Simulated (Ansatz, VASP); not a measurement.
**InAs: VASP beside Ansatz**

```
In As
1.0
     0.00000    3.06886    3.06886
     3.06886    0.00000    3.06886
     3.06886    3.06886    0.00000
In As
1 1
Direct
  0.00000 0.00000 0.00000
  0.25000 0.25000 0.25000
```

Change from the starting cell: volume scaled by 1.04, ions relaxed.

Alike in both runs: functional PBE; k mesh 13 × 13 × 13; occupations fermi-dirac, width 0.05 eV; no spin polarisation.

Ansatz relaxed the structure, and its values are those at the end. VASP's run is a single point on that final structure, the one shown.

|  | VASP | Ansatz |
| --- | --- | --- |
| version | VASP 6.6.1 | Ansatz 0.2.0 |
| potentials or method | VASP PAW PBE potentials, release 64 (In_d, As) | plane-wave PAW, scalar-relativistic |
| plane-wave cutoff (eV) | 520 | 420 |
| valence electrons in the cell | 18 | 28 |

VASP gave:

| Quantity | Value |
| --- | --- |
| pressure (GPa) | 1.3 |

Q: Which values does Ansatz return?

A: Pressure (GPa): 1.2.

The functional is the same, so the differences come from potentials, cutoffs and numerics. VASP's potentials hold 18 valence electrons a cell and Ansatz's 28, so a difference there can come from the potentials and not from the codes. Ansatz's warnings: stress scf threshold loose.
